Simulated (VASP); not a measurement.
A run of VASP 6.6.1 is set up as follows.

The input INCAR:

```
PREC = Accurate ; ENCUT = 540
EDIFF = 1E-6 ; ISMEAR = 0
SIGMA = 0.01 ; LREAL = False
LASPH = True ; NELM = 120
ALGO = Normal ; ISIF = 2
LWAVE = False ; LCHARG = False
GGA = PE ; NBANDS = 20
GGA_COMPAT = False
```

KPOINTS

```
Automatic mesh
0
Gamma
  6 6 6
```

The input POSCAR:

```
CdS
1.0
    0.0000000000      2.9027203981      2.9027203981
    2.9027203981      0.0000000000      2.9027203981
    2.9027203981      2.9027203981      0.0000000000
Cd S
1 1
Direct
    0.0000000000      0.0000000000      0.0000000000
    0.2500000000      0.2500000000      0.2500000000
```

Potentials or basis: VASP PAW PBE potentials, release 64 (Cd_sv_GW, S).

Command:

```console
$ cat potpaw_PBE.64/Cd_sv_GW/POTCAR potpaw_PBE.64/S/POTCAR > POTCAR
$ mpirun -np 1 vasp_std > vasp.out
```

(1) Estimate the band gap on the k mesh.

(2) Predict the pressure.

## Answers

(1) 1.17 eV, direct.

(2) 2.8 GPa.
